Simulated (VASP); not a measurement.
# Al4Cl (P-43m) in VASP: notebook

The runs below take Al4Cl through relaxation of cell and atoms, single point, with PBE.

All numbers are computed with VASP 6.6.1; they aren't measurements. Logs are shortened: lines on timing, memory, paths and dates and some standing lists are left out, and cuts for length are marked.

### 1 The cell of the first run

The structure is cubic, space group P-43m (No. 215). The conventional cell has a = 4.484 Å, b = 4.484 Å, c = 4.484 Å, α = 90.00°, β = 90.00°, γ = 90.00°. Al (site symmetry 3m) has 1 Cl at 2.09 Å within 2.8 Å. Within 2.8 Å of Cl (site symmetry -43m) lie 4 Al at 2.09 Å.

The cell was generated, and may not be a known phase.

### 2 Relaxation of cell and atoms, PBE

Contents of INCAR:

```
ALGO = Normal ; EDIFF = 1E-6
EDIFFG = -0.04 ; ENCUT = 600
GGA = PE ; IBRION = 2
ISIF = 3 ; ISMEAR = 0
LASPH = T ; LCHARG = F
LREAL = F ; LWAVE = F
NELM = 80 ; NSW = 90
PREC = Accurate ; SIGMA = 0.1
```

Contents of KPOINTS:

```
k-points
0
Gamma
  4 4 4
```

Contents of POSCAR:

```
Al4Cl
1.0
    4.4841454000      0.0000000000      0.0000000000
    0.0000000000      4.4841454000      0.0000000000
    0.0000000000      0.0000000000      4.4841454000
Al Cl
4 1
Direct
    0.2684926500      0.2684926500      0.2684926500
    0.7315073500      0.7315073500      0.2684926500
    0.7315073500      0.2684926500      0.7315073500
    0.2684926500      0.7315073500      0.7315073500
    0.0000000000      0.0000000000      0.0000000000
```

Potentials or basis: VASP PAW PBE potentials, release 64 (Al, Cl).

Run with:

```console
$ cat potpaw_PBE.64/Al/POTCAR potpaw_PBE.64/Cl/POTCAR > POTCAR
$ mpirun -np 1 vasp_std > vasp.out
```

OUTCAR:

```text
EDIFF = 1E-6
   EDIFFG = -0.04
   ENCUT = 600
   GGA = PE
   IBRION = 2
   ISIF = 3
   ISMEAR = 0
   LASPH = T
   LREAL = F
   NELM = 80
   NSW = 90
   PREC = Accurate

 ion  position               nearest neighbor table
   1  0.268  0.268  0.268-   5 2.09   3 2.94   4 2.94   2 2.94   3 3.18   4 3.18   2 3.18   4 3.18
                             2 3.18   3 3.18
   2  0.732  0.732  0.268-   5 2.09   3 2.94   4 2.94   1 2.94   1 3.18   4 3.18   1 3.18   3 3.18
                             3 3.18   4 3.18
   3  0.732  0.268  0.732-   5 2.09   2 2.94   4 2.94   1 2.94   1 3.18   4 3.18   1 3.18   2 3.18
                             2 3.18   4 3.18
   4  0.268  0.732  0.732-   5 2.09   2 2.94   3 2.94   1 2.94   1 3.18   3 3.18   1 3.18   2 3.18
                             2 3.18   3 3.18
   5  0.000  0.000  0.000-   1 2.09   2 2.09   3 2.09   4 2.09

  LATTYP: Found a simple cubic cell.
 ALAT       =     4.4841454000

  Lattice vectors:

 A1 = (   4.4841454000,   0.0000000000,   0.0000000000)
 A2 = (   0.0000000000,   4.4841454000,   0.0000000000)
 A3 = (   0.0000000000,   0.0000000000,   4.4841454000)

Analysis of symmetry for initial positions (statically):
=====================================================================
 Subroutine PRICEL returns:
 Original cell was already a primitive cell.

 Routine SETGRP: Setting up the symmetry group for a
 simple cubic supercell.

 Subroutine GETGRP returns: Found 24 space group operations
 (whereof 24 operations were pure point group operations)
 out of a pool of 48 trial point group operations.

The static configuration has the point symmetry T_d .

Analysis of symmetry for dynamics (positions and initial velocities):
=====================================================================
 Subroutine PRICEL returns:
 Original cell was already a primitive cell.

 Routine SETGRP: Setting up the symmetry group for a
 simple cubic supercell.

 Subroutine GETGRP returns: Found 24 space group operations
 (whereof 24 operations were pure point group operations)
 out of a pool of 48 trial point group operations.

The dynamic configuration has the point symmetry T_d .

 Subroutine INISYM returns: Found 24 space group operations
 (whereof 24 operations are pure point group operations),
 and found     1 'primitive' translations

----------------------------------------------------------------------------------------

                                     Primitive cell

  volume of cell :      90.1652

  direct lattice vectors                    reciprocal lattice vectors
     4.484145400  0.000000000  0.000000000     0.223007934  0.000000000  0.000000000
     0.000000000  4.484145400  0.000000000     0.000000000  0.223007934  0.000000000
     0.000000000  0.000000000  4.484145400     0.000000000  0.000000000  0.223007934

  length of vectors
     4.484145400  4.484145400  4.484145400     0.223007934  0.223007934  0.223007934

[... 94 lines left out ...]
  Thomas-Fermi vector in A             =   2.104636
   LORBIT       =      0    0 simple, 1 ext, 2 COOP (PROOUT), +10 PAW based schemes
   GGA     = PE    functional components
   LHFCALC =     F    Hartree Fock is set to
   AEXX    =    0.0000 exact exchange contribution
   IVDW    =     0    specifies the selected vdW correction
   LEPSILON=     F    determine dielectric tensor
   LRPA    =     F    only Hartree local field effects (RPA)
 conjugate gradient relaxation of ions
 non-spin polarized calculation
 Gauss-broadening in eV      SIGMA  =   0.10
  energy-cutoff  :      600.00
  volume of cell :       90.17
 maximum number of plane-waves:      3031
 NGX is ok and might be reduce to    36
   NGX = 17   NGY = 17   NGZ = 17

--------------------------------------- Ionic step        1  -------------------------------------------

 number of electron      18.9999997 magnetization

 Free energy of the ion-electron system (eV)
  ---------------------------------------------------
  ext. energy  EPLUGINS =         0.00000000
  ---------------------------------------------------
  free energy    TOTEN  =       -12.83646724 eV

  energy without entropy =      -12.82226268  energy(sigma->0) =      -12.82936496

------------------------ aborting loop because EDIFF is reached ----------------------------------------

  FORCE on cell =-STRESS in cart. coord.  units (eV):
  Direction    XX          YY          ZZ          XY          YZ          ZX
  --------------------------------------------------------------------------------------
  -------------------------------------------------------------------------------------
  Total        7.4431806      7.4431806      7.4431806     -0.0000000     -0.0000000     -0.0000000
  in kB      132.2604764    132.2604764    132.2604764     -0.0000000     -0.0000000     -0.0000000
  external PRESSURE =     132.2604764 kB  Pullay stress =       0.0000000 kB
[... 104 lines left out ...]
--------------------------------------- Ionic step        4  -------------------------------------------

 number of electron      19.0000006 magnetization

 E-fermi :   4.7838     XC(G=0):  -8.8336

 val. band max:        4.7725696725   @ k =   0.5000   0.5000   0.5000
 cond. band min:       4.8090932949   @ k =   0.2500   0.2500   0.0000
 fundamental gap:      0.0365236224
 Fermi energy:         4.7837837868

 k-point     1 :       0.0000    0.0000    0.0000
  band No.  band energies     occupation
      1     -12.9899      2.00000
      2      -3.2829      2.00000
      3      -1.9071      2.00000
      4      -1.9071      2.00000
      5      -1.9071      2.00000
      6       2.8009      2.00000
      7       2.8009      2.00000
      8       3.3849      2.00000
      9       3.3849      2.00000
     10       3.3849      2.00000
     11       3.7434      2.00000
     12       7.7737      0.00000
     13       7.7737      0.00000
[... 336 lines left out ...]
--------------------------------------- Ionic step        9  -------------------------------------------

 number of electron      18.9999996 magnetization

 Free energy of the ion-electron system (eV)
  ---------------------------------------------------
  ext. energy  EPLUGINS =         0.00000000
  ---------------------------------------------------
  free energy    TOTEN  =       -14.99158708 eV

  energy without entropy =      -14.96609052  energy(sigma->0) =      -14.97883880

 E-fermi :   5.5971     XC(G=0):  -9.1821

 val. band max:        5.5775835340   @ k =   0.5000   0.0000   0.0000
 cond. band min:       5.6135577904   @ k =   0.5000   0.0000   0.0000
 fundamental gap:      0.0359742564
 Fermi energy:         5.5971431601

 k-point     1 :       0.0000    0.0000    0.0000
  band No.  band energies     occupation
      1     -12.5539      2.00000
      2      -2.9593      2.00000
      3      -1.4295      2.00000
      4      -1.4295      2.00000
      5      -1.4295      2.00000
      6       3.3731      2.00000
      7       3.3731      2.00000
      8       4.3113      2.00000
      9       4.3113      2.00000
     10       4.3113      2.00000
     11       4.3896      2.00000
     12       8.7770      0.00000
     13       8.7770      0.00000
[... 174 lines left out ...]
  FREE ENERGIE OF THE ION-ELECTRON SYSTEM (eV)
  ---------------------------------------------------
  free  energy   TOTEN  =       -14.9915870772 eV

  energy  without entropy=      -14.9660905160  energy(sigma->0) =      -14.97883880

 reached required accuracy - stopping structural energy minimisation
```

OSZICAR:

```text
N       E                     dE             d eps       ncg     rms          rms(c)
DAV:   1     0.639200181516E+02    0.63920E+02   -0.73372E+03   260   0.127E+03
DAV:   2    -0.715104676306E+01   -0.71071E+02   -0.69217E+02   378   0.165E+02
DAV:   3    -0.129767503178E+02   -0.58257E+01   -0.57354E+01   325   0.492E+01
[... 87 lines left out ...]
DAV:   2    -0.149917352788E+02    0.40566E-02   -0.10738E-02   305   0.748E-01    0.999E-02
DAV:   3    -0.149916126203E+02    0.12266E-03   -0.23287E-03   265   0.315E-01    0.106E-01
DAV:   4    -0.149915965508E+02    0.16070E-04   -0.51421E-05   345   0.565E-02    0.106E-01
DAV:   5    -0.149915861283E+02    0.10423E-04   -0.43293E-05   303   0.428E-02    0.142E-02
DAV:   6    -0.149915870772E+02   -0.94896E-06   -0.85530E-06   265   0.197E-02
   9 F= -.14991587E+02 E0= -.14978839E+02  d E =-.302277E-02
```

CONTCAR:

```text
Al4Cl
   1.00000000000000
     4.7631030972568889    0.0000000000000000    0.0000000000000000
    -0.0000000000000000    4.7631030972568889   -0.0000000000000000
    -0.0000000000000000   -0.0000000000000000    4.7631030972568889
  Al              Cl
     4     1
Direct
     0.3022201196492147    0.3022201196492147    0.3022201196492147
     0.6977798803507853    0.6977798803507853    0.3022201196492147
     0.6977798803507853    0.3022201196492147    0.6977798803507853
     0.3022201196492147    0.6977798803507853    0.6977798803507853
     0.0000000000000000    1.0000000000000000    0.0000000000000000

  0.00000000E+00  0.00000000E+00  0.00000000E+00
  0.00000000E+00  0.00000000E+00  0.00000000E+00
  0.00000000E+00  0.00000000E+00  0.00000000E+00
  0.00000000E+00  0.00000000E+00  0.00000000E+00
  0.00000000E+00  0.00000000E+00  0.00000000E+00
```

Wall time 90 s (1 thread of Intel Xeon Platinum 8259CL at 2.50GHz (Skylake/Cascade Lake), shared host); peak memory 0.2 GiB.

Results:

```yaml
Free_energy: -14.9916 eV
Relaxed_volume: 21.61 Å³/atom
Relaxed_cell: a = 4.763 Å, b = 4.763 Å, c = 4.763 Å, α = 90.00°, β = 90.00°, γ = 90.00°
Space_group_after_relaxing_to_0.1_Å: P-43m (No. 215)
Energy_gained_by_relaxing: 431.0 meV/atom
Ionic_steps: 9
Pressure_after_relaxing: -0.3 GPa
Largest_force_after_relaxing: 0.037 eV/Å
Band_gap_on_the_k_mesh: zero (an odd number of electrons rules out a gap without spin polarisation)
```

Forces on the atoms (eV/Å):
```
Al  -0.022 -0.022 -0.022
Al   0.022  0.022 -0.022
Al   0.022 -0.022  0.022
Al  -0.022  0.022  0.022
Cl   0.000  0.000  0.000
```

Step by step:
| step | energy change (eV) | largest force (eV/Å) | pressure (GPa) | volume (Å³) |
| --- | --- | --- | --- | --- |
| 1 | 0.0000 | 3.6997 | 13.23 | 90.17 |
| 2 | -1.9420 | 1.0193 | -1.86 | 111.02 |
| 3 | -1.9853 | 0.8310 | -2.46 | 113.69 |
| 4 | -1.9940 | 0.4536 | -3.28 | 119.16 |
| 5 | -2.0022 | 0.6213 | -2.95 | 116.50 |
| 6 | -2.1441 | 0.0954 | -1.12 | 110.43 |
| 7 | -2.1521 | 0.0901 | -0.38 | 108.76 |
| 8 | -2.1521 | 0.0719 | -0.44 | 108.91 |
| 9 | -2.1551 | 0.0374 | -0.28 | 108.06 |

Final structure:
```xyz
5
Lattice="4.7631 0.0000 0.0000 0.0000 4.7631 0.0000 0.0000 0.0000 4.7631" Properties=species:S:1:pos:R:3 pbc="T T T"
Al    1.4395    1.4395    1.4395
Al    3.3236    3.3236    1.4395
Al    3.3236    1.4395    3.3236
Al    1.4395    3.3236    3.3236
Cl    0.0000    4.7631    0.0000
```

Levels at points of the mesh, in eV from the Fermi level:
```tsv
k point	band 6	band 7	band 8	band 9	band 10	band 11	band 12	band 13
(0.00, 0.00, 0.00)	-2.22	-2.22	-1.29	-1.29	-1.29	-1.21	3.18	3.18
(0.50, 0.00, 0.00)	-5.40	-1.59	-1.59	-1.18	-0.02	0.02	1.87	1.87
(0.50, 0.50, 0.00)	-3.42	-3.42	-2.20	-0.88	-0.57	0.54	0.54	2.79
(0.50, 0.50, 0.50)	-4.46	-4.46	-4.46	0.16	0.16	0.16	2.71	5.34
```

Caveat: the volume moved by over 15 % at a fixed basis, so the end points are rough; an odd number of electrons without spin polarisation forces a metal; a magnetic or distorted state may lie lower.

### 3 Single point, PBE

This run uses another cell than the first one, of 21.13 Å³/atom.

Contents of INCAR:

```
PREC = Accurate
ENCUT = 520
EDIFF = 1E-7
ISMEAR = 0
SIGMA = 0.1
LREAL = False
LASPH = True
NELM = 100
ALGO = Normal
ISIF = 2
LWAVE = False
LCHARG = True
GGA = PE
LELF = True
LVHAR = True
NBANDS = 18
```

Contents of KPOINTS:

```
Automatic mesh
0
Gamma
  8 8 8
```

Contents of POSCAR:

```
Al4Cl
1.0
    4.7273392061      0.0000000000      0.0000000000
    0.0000000000      4.7273392061      0.0000000000
    0.0000000000      0.0000000000      4.7273392061
Al Cl
4 1
Direct
    0.2969482927      0.2969482927      0.2969482927
    0.7030517073      0.7030517073      0.2969482927
    0.7030517073      0.2969482927      0.7030517073
    0.2969482927      0.7030517073      0.7030517073
    0.0000000000      0.0000000000      0.0000000000
```

Potentials or basis: VASP PAW PBE potentials, release 64 (Al, Cl).

Run with:

```console
$ cat potpaw_PBE.64/Al/POTCAR potpaw_PBE.64/Cl/POTCAR > POTCAR
$ mpirun -np 1 vasp_std > vasp.out
```

It took 65 s on 1 thread of Intel Xeon Platinum 8259CL at 2.50GHz (Skylake/Cascade Lake), shared host; peak memory 0.22 GiB.

It converged, with:

- Free energy: -14.7812 eV
- Pressure: 0.0 GPa
- Band gap on the k mesh: zero (an odd number of electrons rules out a gap without spin polarisation)

Levels at points of the mesh, in eV from the Fermi level:
```tsv
k point	band 8	band 9	band 10	band 11	band 12	band 13
(0.00, 0.00, 0.00)	-1.28	-1.28	-1.28	-1.15	3.20	3.20
(0.50, 0.00, 0.00)	-1.61	-1.31	-0.32	0.01	1.87	1.87
(0.50, 0.50, 0.00)	-2.38	-0.91	-0.50	0.43	0.43	2.64
(0.50, 0.50, 0.50)	-4.59	0.04	0.04	0.04	2.81	5.28
```

Caveat: an odd number of electrons without spin polarisation forces a metal; a magnetic or distorted state may lie lower.

(Continued in part 2 of 2.)

The gap in the log of VASP goes by the Fermi energy; the results here count the filled bands.